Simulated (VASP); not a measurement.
A run of VASP 6.6.1 is set up as follows.

INCAR

```
ALGO = Normal ; EDIFF = 1E-6
ENCUT = 520 ; GGA = CA
ISIF = 2 ; ISMEAR = -1
LASPH = T ; LCHARG = F
LREAL = F ; LWAVE = F
NBANDS = 12 ; NELM = 80
PREC = Accurate ; SIGMA = 0.1
```

KPOINTS

```
k-points
0
Gamma
  12 12 7
```

POSCAR

```
Sb
1.0
    3.4226213591      0.0000000000      0.0000000000
   -1.7113106796      2.9640770446      0.0000000000
    0.0000000000      0.0000000000      5.6586981723
Sb
2
Direct
    0.3333333333      0.6666666667      0.2500000000
    0.6666666667      0.3333333333      0.7500000000
```

Potentials or basis: VASP PAW LDA potentials, release 64 (Sb).

Run with:

```sh
$ cat potpaw_LDA.64/Sb/POTCAR > POTCAR
$ mpirun -np 1 vasp_std > vasp.out
```

(1) Predict the pressure.

(2) Estimate the band gap on the k mesh.

Results:

(1) -6.0 GPa.

(2) zero (band 5 reaches 11.47 eV, above the bottom of band 6 at 4.94 eV).

Caveat: spin-orbit coupling is left out, which moves the levels of the heavy elements.
